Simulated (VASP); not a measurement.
# TePb (Fm-3m) in VASP: notebook

TePb is run at these levels: PBE; tasks: single point.

Everything below comes from runs of VASP 6.6.1. Logs are shortened: lines on timing, memory, paths and dates and some standing lists are left out, and cuts for length are marked.

**1. The cell of the first run**

The structure is cubic, space group Fm-3m (No. 225). Conventional cell: a = 6.367 Å, b = 6.367 Å, c = 6.367 Å, α = 90.00°, β = 90.00°, γ = 90.00°. Te (site symmetry m-3m) has 6 Pb at 3.18 Å within 4.2 Å. Pb (site symmetry m-3m) has 6 Te at 3.18 Å within 4.2 Å.

**2. Single point, PBE (volume scaled by 0.96)**

The input, INCAR:

```
ALGO     = Normal         # electronic algorithm
EDIFF    = 1E-7           # SCF threshold, eV
ENCUT    = 520            # plane-wave cutoff, eV
GGA      = PE             # functional
ISIF     = 2              # what is computed and relaxed
ISMEAR   = -1             # smearing method
LASPH    = T              # aspherical terms in the spheres
LCHARG   = F              # write CHGCAR
LREAL    = F              # projectors in reciprocal space
LWAVE    = F              # write WAVECAR
NBANDS   = 17             # bands
NELM     = 100            # most SCF steps
PREC     = Accurate       # precision mode
SIGMA    = 0.08           # smearing width, eV
```

The input, KPOINTS:

```
k-points
0
Gamma
  11 11 11
```

The input, POSCAR:

```
TePb
1.0
    0.0000000000      3.1833865456      3.1833865456
    3.1833865456      0.0000000000      3.1833865456
    3.1833865456      3.1833865456      0.0000000000
Te Pb
1 1
Direct
    0.5000000000      0.5000000000      0.5000000000
    0.0000000000      0.0000000000      0.0000000000
```

Potentials or basis: VASP PAW PBE potentials, release 64 (Te, Pb_d).

Run with:

```sh
$ cat potpaw_PBE.64/Te/POTCAR potpaw_PBE.64/Pb_d/POTCAR > POTCAR
$ mpirun -np 1 vasp_std > vasp.out
```

OUTCAR:

```text
EDIFF = 1E-7
   ENCUT = 520
   GGA = PE
   ISIF = 2
   ISMEAR = -1
   LASPH = T
   LREAL = F
   NELM = 100
   PREC = Accurate

 ion  position               nearest neighbor table
   1  0.500  0.500  0.500-   2 3.18   2 3.18   2 3.18   2 3.18   2 3.18   2 3.18
   2  0.000  0.000  0.000-   1 3.18   1 3.18   1 3.18   1 3.18   1 3.18   1 3.18

  LATTYP: Found a face centered cubic cell.
 ALAT       =     6.3667730912

  Lattice vectors:

 A1 = (   0.0000000000,   3.1833865456,   3.1833865456)
 A2 = (   3.1833865456,   0.0000000000,   3.1833865456)
 A3 = (   3.1833865456,   3.1833865456,   0.0000000000)

Analysis of symmetry for initial positions (statically):
=====================================================================
 Subroutine PRICEL returns:
 Original cell was already a primitive cell.

 Routine SETGRP: Setting up the symmetry group for a
 face centered cubic supercell.

 Subroutine GETGRP returns: Found 48 space group operations
 (whereof 48 operations were pure point group operations)
 out of a pool of 48 trial point group operations.

The static configuration has the point symmetry O_h .

Analysis of symmetry for dynamics (positions and initial velocities):
=====================================================================
 Subroutine PRICEL returns:
 Original cell was already a primitive cell.

 Routine SETGRP: Setting up the symmetry group for a
 face centered cubic supercell.

 Subroutine GETGRP returns: Found 48 space group operations
 (whereof 48 operations were pure point group operations)
 out of a pool of 48 trial point group operations.

The dynamic configuration has the point symmetry O_h .

 Subroutine INISYM returns: Found 48 space group operations
 (whereof 48 operations are pure point group operations),
 and found     1 'primitive' translations

----------------------------------------------------------------------------------------

                                     Primitive cell

  volume of cell :      64.5206

  direct lattice vectors                    reciprocal lattice vectors
     0.000000000  3.183386546  3.183386546    -0.157065437  0.157065437  0.157065437
     3.183386546  0.000000000  3.183386546     0.157065437 -0.157065437  0.157065437
     3.183386546  3.183386546  0.000000000     0.157065437  0.157065437 -0.157065437

[... 73 lines left out ...]
 SYSTEM =  unknown system
   PREC   = accura    normal or accurate (medium, high low for compatibility)
   ISTART =      0    job   : 0-new  1-cont  2-samecut
   ICHARG =      2    charge: 1-file 2-atom 10-const
   ISPIN  =      1    spin polarized calculation?
   LNONCOLLINEAR =      F non collinear calculations
   LSORBIT =      F    spin-orbit coupling
   LASPH  =      T    aspherical Exc in radial PAW
   ENCUT  =  520.0 eV  38.22 Ry    6.18 a.u.   8.37  8.37  8.37*2*pi/ulx,y,z
   NELM   =    100;   NELMIN=  2; NELMDL= -5     # of ELM steps
   EDIFF  = 0.1E-06   stopping-criterion for ELM
   LREAL  =      F    real-space projection
   EDIFFG = 0.1E-05   stopping-criterion for IOM
   NSW    =      0    number of steps for IOM
   IBRION =     -1    ionic relax: 0-MD 1-quasi-New 2-CG
   NFREE  =      0    steps in history (QN), initial steepest desc. (CG)
   ISIF   =      2    stress and relaxation
   ISYM   =      2    0-nonsym 1-usesym 2-fastsym
   POTIM  = 0.5000    time-step for ionic-motion
   TEBEG  =    0.0;   TEEND  =   0.0 temperature during run
   PSTRESS=    0.0 pullay stress
   NELECT =      20.0000    total number of electrons
   NUPDOWN=      -1.0000    fix difference up-down
   EMIN   =  10.00;   EMAX   =-10.00  energy-range for DOS
   EFERMI =   0.00;   METHOD = LEGACY
   ISMEAR =    -1;   SIGMA  =   0.08  broadening in eV -4-tet -1-fermi 0-gaus
   EFERMI_NEDOS =   21; number of points for ismear=-14 and -15
   IALGO  =     38    algorithm
   IMIX   =      4    mixing-type and parameters
     AMIX     =   0.40;   BMIX     =  1.00
     AMIX_MAG =   1.60;   BMIX_MAG =  1.00
  volume/ion in A,a.u.               =      32.26       217.70
  Fermi-wavevector in a.u.,A,eV,Ry     =   1.107946  2.093715 16.701770  1.227545
  Thomas-Fermi vector in A             =   2.244467
   LORBIT       =      0    0 simple, 1 ext, 2 COOP (PROOUT), +10 PAW based schemes
   GGA     = PE    functional components
   LHFCALC =     F    Hartree Fock is set to
   AEXX    =    0.0000 exact exchange contribution
   IVDW    =     0    specifies the selected vdW correction
   LEPSILON=     F    determine dielectric tensor
   LRPA    =     F    only Hartree local field effects (RPA)
 non-spin polarized calculation
  energy-cutoff  :      520.00
  volume of cell :       64.52
 maximum number of plane-waves:      1807
 NGX is ok and might be reduce to    36
   NGX = 17   NGY = 17   NGZ = 17

 number of electron      19.9999999 magnetization

 Free energy of the ion-electron system (eV)
  ---------------------------------------------------
  ext. energy  EPLUGINS =         0.00000000
  ---------------------------------------------------
  free energy    TOTEN  =        -7.44184830 eV

  energy without entropy =       -7.44168399  energy(sigma->0) =       -7.44176614

 E-fermi :   6.5818     XC(G=0):  -9.5024

 val. band max:        6.1758755894   @ k =   0.4545   0.0000   0.0000
 cond. band min:       6.9471845662   @ k =   0.4545   0.0000   0.0000
 fundamental gap:      0.7713089768
 Fermi energy:         6.5818137746

 k-point     1 :       0.0000    0.0000    0.0000
  band No.  band energies     occupation
      1     -10.5863      2.00000
      2     -10.5863      2.00000
      3     -10.5734      2.00000
      4     -10.5734      2.00000
      5     -10.5734      2.00000
      6      -6.1860      2.00000
[... 457 lines left out ...]
      4     -10.5638      2.00000
      5     -10.5595      2.00000
      6      -5.4141      2.00000
[... 9 lines left out ...]
     16      14.7650      0.00000
     17      14.9472      0.00000

 [... further k-points ...]
[... 5 lines left out ...]
  --------------------------------------------------------------------------------------
  -------------------------------------------------------------------------------------
  Total        1.7845328      1.7845328      1.7845328     -0.0000000      0.0000000     -0.0000000
  in kB       44.3135947     44.3135947     44.3135947     -0.0000000      0.0000000     -0.0000000
  external PRESSURE =      44.3135947 kB  Pullay stress =       0.0000000 kB

 VOLUME and BASIS-vectors are now :
 -----------------------------------------------------------------------------
  energy-cutoff  :      520.00
  volume of cell :       64.52
      direct lattice vectors                 reciprocal lattice vectors
     0.000000000  3.183386546  3.183386546    -0.157065437  0.157065437  0.157065437
     3.183386546  0.000000000  3.183386546     0.157065437 -0.157065437  0.157065437
     3.183386546  3.183386546  0.000000000     0.157065437  0.157065437 -0.157065437

 POSITION                                       TOTAL-FORCE (eV/Angst)
 -----------------------------------------------------------------------------------
      3.18339      3.18339      3.18339         0.000000      0.000000     -0.000000
      0.00000      0.00000      0.00000         0.000000     -0.000000      0.000000
 -----------------------------------------------------------------------------------
    total drift:                               -0.000000      0.000000      0.000000

  FREE ENERGIE OF THE ION-ELECTRON SYSTEM (eV)
  ---------------------------------------------------
  free  energy   TOTEN  =        -7.4418483019 eV

  energy  without entropy=       -7.4416839855  energy(sigma->0) =       -7.44176614
```

OSZICAR:

```text
N       E                     dE             d eps       ncg     rms          rms(c)
DAV:   1     0.153921237537E+03    0.15392E+03   -0.92149E+03  1904   0.116E+03
DAV:   2     0.283387189466E+01   -0.15109E+03   -0.14630E+03  2011   0.295E+02
DAV:   3    -0.727361032033E+01   -0.10107E+02   -0.10050E+02  2449   0.840E+01
DAV:   4    -0.753477545815E+01   -0.26117E+00   -0.26101E+00  2427   0.149E+01
DAV:   5    -0.754525578847E+01   -0.10480E-01   -0.10480E-01  2696   0.273E+00    0.369E+00
DAV:   6    -0.744340181715E+01    0.10185E+00   -0.21646E-01  2760   0.342E+00    0.230E+00
DAV:   7    -0.744044408765E+01    0.29577E-02   -0.77752E-02  2425   0.141E+00    0.921E-01
DAV:   8    -0.744182250098E+01   -0.13784E-02   -0.88998E-03  2410   0.950E-01    0.152E-01
DAV:   9    -0.744181732075E+01    0.51802E-05   -0.85433E-04  2930   0.329E-01    0.581E-02
DAV:  10    -0.744184244254E+01   -0.25122E-04   -0.11589E-04  2255   0.847E-02    0.184E-02
DAV:  11    -0.744184902370E+01   -0.65812E-05   -0.31595E-05  2554   0.464E-02    0.188E-02
DAV:  12    -0.744184886802E+01    0.15568E-06   -0.15975E-06  2137   0.761E-03    0.127E-02
DAV:  13    -0.744184820303E+01    0.66498E-06   -0.81001E-07  2522   0.670E-03    0.380E-03
DAV:  14    -0.744184830191E+01   -0.98873E-07   -0.29659E-07  1962   0.478E-03
   1 F= -.74418483E+01 E0= -.74417661E+01  d E =-.164316E-03
```

It took 58 s on 1 thread of Intel Xeon Platinum 8259CL at 2.50GHz (Skylake/Cascade Lake), shared host; peak memory 0.24 GiB.

What came out:

```yaml
Free_energy: -7.4418 eV
Pressure: 4.4 GPa
```

Caveat: this odd mesh misses L, where the gap lies, so gap, dielectric constants and Born charges aren't listed; spin-orbit coupling is left out, which moves the levels of the heavy elements.

[end of part 1 of 2]
